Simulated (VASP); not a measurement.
# Zr in VASP: further runs, part 3 of 3

VASP 6.6.1. The steps go on from the part before.

### Step 4. Electric field gradients, PBEsol (zz strain of +2 %)

INCAR reads:

```
SYSTEM = Zr
ALGO = Normal ; EDIFF = 1E-8
ENCUT = 520 ; GGA = PS
ISIF = 2 ; ISMEAR = -1
LASPH = .True. ; LCHARG = .False.
LEFG = .True. ; LREAL = .False.
LWAVE = .False. ; NBANDS = 19
NELM = 80 ; PREC = Accurate
SIGMA = 0.08
```

KPOINTS reads:

```
k-points
0
Gamma
  13 13 7
  0 0 0
```

POSCAR reads:

```
Zr
1.0
    3.2319982225      0.0000000000      0.0000000000
   -1.6159991112      2.7989925656      0.0000000000
    0.0000000000      0.0000000000      5.2499400000
Zr
2
Direct
    0.3333333333      0.6666666667      0.2500000000
    0.6666666667      0.3333333333      0.7500000000
```

Potentials or basis: VASP PAW PBE potentials, release 64 (Zr_sv).

Run with:

```console
cat potpaw_PBE.64/Zr_sv/POTCAR > POTCAR
mpirun -np 1 vasp_std > vasp.out
```

OUTCAR:

```text
SYSTEM = Zr
   EDIFF = 1E-8
   ENCUT = 520
   GGA = PS
   ISIF = 2
   ISMEAR = -1
   LASPH = .True.
   LREAL = .False.
   NELM = 80
   PREC = Accurate

 ion  position               nearest neighbor table
   1  0.333  0.667  0.250-   2 3.22   2 3.22   2 3.22   2 3.22   2 3.22   2 3.22
   2  0.667  0.333  0.750-   1 3.22   1 3.22   1 3.22   1 3.22   1 3.22   1 3.22

  LATTYP: Found a hexagonal cell.
 ALAT       =     3.2319982225
 C/A-ratio  =     1.6243635171

  Lattice vectors:

 A1 = (   3.2319982225,   0.0000000000,   0.0000000000)
 A2 = (  -1.6159991112,   2.7989925656,   0.0000000000)
 A3 = (   0.0000000000,   0.0000000000,   5.2499400000)

Analysis of symmetry for initial positions (statically):
=====================================================================
 Subroutine PRICEL returns:
 Original cell was already a primitive cell.

 Routine SETGRP: Setting up the symmetry group for a
 hexagonal supercell.

 Subroutine GETGRP returns: Found 24 space group operations
 (whereof 12 operations were pure point group operations)
 out of a pool of 24 trial point group operations.

The static configuration has the point symmetry D_3d.
 The point group associated with its full space group is D_6h.

Analysis of symmetry for dynamics (positions and initial velocities):
=====================================================================
 Subroutine PRICEL returns:
 Original cell was already a primitive cell.

 Routine SETGRP: Setting up the symmetry group for a
 hexagonal supercell.

 Subroutine GETGRP returns: Found 24 space group operations
 (whereof 12 operations were pure point group operations)
[... 158 lines left out ...]
  band No.  band energies     occupation
      1     -40.1201      2.00000
      2     -39.9869      2.00000
      3     -18.6176      2.00000
      4     -17.7942      2.00000
      5     -17.7942      2.00000
      6     -17.7004      2.00000
[... 505 lines left out ...]
      6     -17.8341      2.00000
[... 11 lines left out ...]
     18      10.8748      0.00000
     19      13.2951      0.00000

 [... further k-points ...]

------------------------ aborting loop because EDIFF is reached ----------------------------------------

  FORCE on cell =-STRESS in cart. coord.  units (eV):
  Direction    XX          YY          ZZ          XY          YZ          ZX
  --------------------------------------------------------------------------------------
  -------------------------------------------------------------------------------------
  Total       -1.3708383     -1.3708383     -1.7032967     -0.0000000     -0.0000000     -0.0000000
  in kB      -46.2455143    -46.2455143    -57.4610660     -0.0000000     -0.0000000     -0.0000000
  external PRESSURE =     -49.9840316 kB  Pullay stress =       0.0000000 kB

 VOLUME and BASIS-vectors are now :
 -----------------------------------------------------------------------------
  energy-cutoff  :      520.00
  volume of cell :       47.49
      direct lattice vectors                 reciprocal lattice vectors
     3.231998223  0.000000000  0.000000000     0.309406111  0.178635701  0.000000000
    -1.615999111  2.798992566  0.000000000     0.000000000  0.357271403  0.000000000
     0.000000000  0.000000000  5.249940000     0.000000000  0.000000000  0.190478367

 POSITION                                       TOTAL-FORCE (eV/Angst)
 -----------------------------------------------------------------------------------
     -0.00000      1.86600      1.31248         0.000000     -0.000000      0.000000
      1.61600      0.93300      3.93745        -0.000000      0.000000      0.000000
 -----------------------------------------------------------------------------------
    total drift:                               -0.000000      0.000000     -0.000000

  FREE ENERGIE OF THE ION-ELECTRON SYSTEM (eV)
  ---------------------------------------------------
  free  energy   TOTEN  =       -18.1426287492 eV

  energy  without entropy=      -18.0967563422  energy(sigma->0) =      -18.11969255

 Electric field gradients (V/A^2)
---------------------------------------------------------------------
 ion       V_xx      V_yy      V_zz      V_xy      V_xz      V_yz
---------------------------------------------------------------------
   1     -14.798   -14.798    29.597     0.000     0.000    -0.000
   2     -14.798   -14.798    29.597     0.000    -0.000     0.000
---------------------------------------------------------------------

 Electric field gradients after diagonalization (V/A^2)
 (convention: |V_zz| > |V_xx| > |V_yy|)
----------------------------------------------------------------------
 ion       V_xx      V_yy      V_zz     asymmetry (V_yy - V_xx)/ V_zz
----------------------------------------------------------------------
   1     -14.798   -14.798    29.597       0.000
   2     -14.798   -14.798    29.597       0.000
----------------------------------------------------------------------

           NMR quadrupolar parameters

 Cq : quadrupolar parameter    Cq=e*Q*V_zz/h
 eta: asymmetry parameters     (V_yy - V_xx)/ V_zz
 Q  : nuclear electric quadrupole moment in mb (millibarn)
----------------------------------------------------------------------
 ion       Cq(MHz)       eta       Q (mb)
----------------------------------------------------------------------
   1       0.072       0.000       1.000
   2       0.072       0.000       1.000
----------------------------------------------------------------------
```

OSZICAR:

```text
N       E                     dE             d eps       ncg     rms          rms(c)
DAV:   1     0.214939032594E+03    0.21494E+03   -0.13279E+04  3192   0.125E+03
DAV:   2    -0.286186979734E+01   -0.21780E+03   -0.21359E+03  3751   0.366E+02
DAV:   3    -0.185787433166E+02   -0.15717E+02   -0.15567E+02  5752   0.712E+01
DAV:   4    -0.189922188154E+02   -0.41348E+00   -0.41303E+00  3800   0.118E+01
DAV:   5    -0.190052319724E+02   -0.13013E-01   -0.13011E-01  4758   0.143E+00    0.145E+01
DAV:   6    -0.182864668863E+02    0.71877E+00   -0.10745E+00  3479   0.756E+00    0.562E+00
DAV:   7    -0.181392682757E+02    0.14720E+00   -0.66196E-01  4589   0.512E+00    0.115E+00
DAV:   8    -0.181424273873E+02   -0.31591E-02   -0.34815E-02  4175   0.146E+00    0.254E-01
DAV:   9    -0.181426453454E+02   -0.21796E-03   -0.17223E-03  4327   0.348E-01    0.249E-02
DAV:  10    -0.181426251295E+02    0.20216E-04   -0.51016E-05  4487   0.399E-02    0.224E-02
DAV:  11    -0.181426289210E+02   -0.37915E-05   -0.88547E-06  3674   0.319E-02    0.160E-03
DAV:  12    -0.181426289565E+02   -0.35430E-07   -0.30988E-07  4169   0.384E-03    0.162E-03
DAV:  13    -0.181426287955E+02    0.16098E-06   -0.35289E-08  3223   0.984E-04    0.606E-04
DAV:  14    -0.181426287511E+02    0.44407E-07   -0.34844E-09  2033   0.630E-04    0.179E-04
DAV:  15    -0.181426287492E+02    0.19259E-08   -0.51352E-10  1965   0.220E-04
   1 F= -.18142629E+02 E0= -.18119693E+02  d E =-.458724E-01
```

stdout:

```text
POSCAR found type information on POSCAR Zr
 POSCAR found :  1 types and       2 ions
 scaLAPACK will be used
 -----------------------------------------------------------------------------
|                                                                             |
|                                                                             |
|     You enforced a specific xc type in the INCAR file but a different       |
|     I HOPE YOU KNOW WHAT YOU ARE DOING!                                     |
|                                                                             |
 -----------------------------------------------------------------------------

 LDA part: xc-table for (Slater+PW92), standard interpolation
 POSCAR, INCAR and KPOINTS ok, starting setup
 FFT: planning ... GRIDC
 FFT: planning ... GRID_SOFT
 FFT: planning ... GRID
 WAVECAR not read
 entering main loop
ion   1

ion   2
```

Run time: 80 s. Hardware: 1 thread of Intel Xeon 8259CL, shared host; peak memory 0.2 GiB.

What came out:

```yaml
Free_energy: -18.1426 eV
Pressure: -5.0 GPa
Band_gap_on_the_k_mesh: zero (bands 12 and 13 overlap by 1.11 eV)
Largest_electric_field_gradient_by_atom: Zr +29.6 V/Å²
```

Stress tensor (GPa, compression positive):
```
-4.62  0.00  0.00
 0.00 -4.62  0.00
 0.00  0.00 -5.75
```

Electric field gradients, principal values (V/Å²):
```csv
atom,least,middle,greatest (by size)
1 Zr,-14.798,-14.798,29.597
2 Zr,-14.798,-14.798,29.597
```

Caveat: the cell differs from its parent crystal (zz strain of +2 %); the cell stands under tension; without QUAD_EFG the Cq values of the log hold for a quadrupole moment of 1 mb, not for the nuclei; the PAW data sets were made with another functional, which shifts forces and pressure a little.

### Step 5. Electric field gradients, PBEsol (zz strain of +2 %)

INCAR reads:

```
PREC     = Accurate       # precision mode
ENCUT    = 520            # plane-wave cutoff, eV
EDIFF    = 1E-8           # SCF threshold, eV
ISMEAR   = -1             # smearing method
SIGMA    = 0.08           # smearing width, eV
LREAL    = F              # projectors in reciprocal space
LASPH    = T              # aspherical terms in the spheres
NELM     = 100            # most SCF steps
ALGO     = Normal         # electronic algorithm
ISIF     = 2              # what is computed and relaxed
LWAVE    = F              # write WAVECAR
LCHARG   = F              # write CHGCAR
GGA      = PS             # functional
LEFG     = T            
NBANDS   = 19             # bands
```

KPOINTS reads:

```
Automatic mesh
0
Gamma
  13 13 7
```

POSCAR is that of step 4.

Potentials or basis: VASP PAW PBE potentials, release 64 (Zr_sv).

Run with:

```console
cat potpaw_PBE.64/Zr_sv/POTCAR > POTCAR
mpirun -np 1 vasp_std > vasp.out
```

OUTCAR:

```text
PREC = Accurate
   ENCUT = 520
   EDIFF = 1E-8
   ISMEAR = -1
   LREAL = F
   LASPH = T
   NELM = 100
   ISIF = 2
   GGA = PS

 ion  position               nearest neighbor table
   1  0.333  0.667  0.250-   2 3.22   2 3.22   2 3.22   2 3.22   2 3.22   2 3.22
   2  0.667  0.333  0.750-   1 3.22   1 3.22   1 3.22   1 3.22   1 3.22   1 3.22

  LATTYP: Found a hexagonal cell.
 ALAT       =     3.2319982225
 C/A-ratio  =     1.6243635171

  Lattice vectors:

[... 741 lines left out ...]

  FREE ENERGIE OF THE ION-ELECTRON SYSTEM (eV)
  ---------------------------------------------------
  free  energy   TOTEN  =       -18.1426287492 eV

  energy  without entropy=      -18.0967563422  energy(sigma->0) =      -18.11969255

 Electric field gradients (V/A^2)
---------------------------------------------------------------------
 ion       V_xx      V_yy      V_zz      V_xy      V_xz      V_yz
---------------------------------------------------------------------
   1     -14.798   -14.798    29.597     0.000     0.000    -0.000
   2     -14.798   -14.798    29.597     0.000    -0.000     0.000
---------------------------------------------------------------------

 Electric field gradients after diagonalization (V/A^2)
 (convention: |V_zz| > |V_xx| > |V_yy|)
----------------------------------------------------------------------
 ion       V_xx      V_yy      V_zz     asymmetry (V_yy - V_xx)/ V_zz
----------------------------------------------------------------------
   1     -14.798   -14.798    29.597       0.000
   2     -14.798   -14.798    29.597       0.000
----------------------------------------------------------------------

           NMR quadrupolar parameters

 Cq : quadrupolar parameter    Cq=e*Q*V_zz/h
 eta: asymmetry parameters     (V_yy - V_xx)/ V_zz
 Q  : nuclear electric quadrupole moment in mb (millibarn)
----------------------------------------------------------------------
 ion       Cq(MHz)       eta       Q (mb)
----------------------------------------------------------------------
   1       0.072       0.000       1.000
   2       0.072       0.000       1.000
----------------------------------------------------------------------
```

stdout:

```text
POSCAR found type information on POSCAR Zr
 POSCAR found :  1 types and       2 ions
 scaLAPACK will be used
 -----------------------------------------------------------------------------
|                                                                             |
|                                                                             |
|     You enforced a specific xc type in the INCAR file but a different       |
|     I HOPE YOU KNOW WHAT YOU ARE DOING!                                     |
|                                                                             |
 -----------------------------------------------------------------------------

 LDA part: xc-table for (Slater+PW92), standard interpolation
 POSCAR, INCAR and KPOINTS ok, starting setup
 FFT: planning ... GRIDC
 FFT: planning ... GRID_SOFT
 FFT: planning ... GRID
 WAVECAR not read
 entering main loop
ion   1

ion   2
```

Wall time 68 s (1 thread of Intel Xeon 8259CL, shared host); peak memory 0.2 GiB.

Results:

```yaml
Free_energy: -18.1426 eV
Pressure: -5.0 GPa
Band_gap_on_the_k_mesh: zero (bands 12 and 13 overlap by 1.11 eV)
Largest_electric_field_gradient_by_atom: Zr +29.6 V/Å²
```

Stress tensor (GPa, compression positive):
```
-4.62  0.00  0.00
 0.00 -4.62  0.00
 0.00  0.00 -5.75
```

Electric field gradients, principal values (V/Å²):
```csv
atom,least,middle,greatest (by size)
1 Zr,-14.798,-14.798,29.597
2 Zr,-14.798,-14.798,29.597
```

Caveat: the cell differs from its parent crystal (zz strain of +2 %); the cell stands under tension; without QUAD_EFG the Cq values of the log hold for a quadrupole moment of 1 mb, not for the nuclei; the PAW data sets were made with another functional, which shifts forces and pressure a little.

### Step 6. Overview

| cell | gap on the mesh (eV) | pressure (GPa) |
| --- | --- | --- |
| a = 3.232, b = 3.260, c = 5.148 Å, angles 90.4, 91.1, 120.9°, 2 atoms | none | -3.2 |
| a = 3.243, b = 3.243, c = 5.164 Å, angles 90.0, 90.0, 120.0°, 2 atoms | none | -4.1 |
| a = 3.232, b = 3.232, c = 5.250 Å, angles 90.0, 90.0, 120.0°, 2 atoms | none | -5.0 |

Alike in all rows: task electric field gradients; level PBEsol; potentials or basis VASP PAW PBE potentials, release 64 (Zr_sv); no spin polarisation; k mesh 13 × 13 × 7; cutoff (eV) 520; smearing fermi-dirac 0.08 eV.

Caveats: the cell stands under tension; the PAW data sets were made with another functional, which shifts forces and pressure a little.

Absolute energies hang on the potentials; compare differences alone.
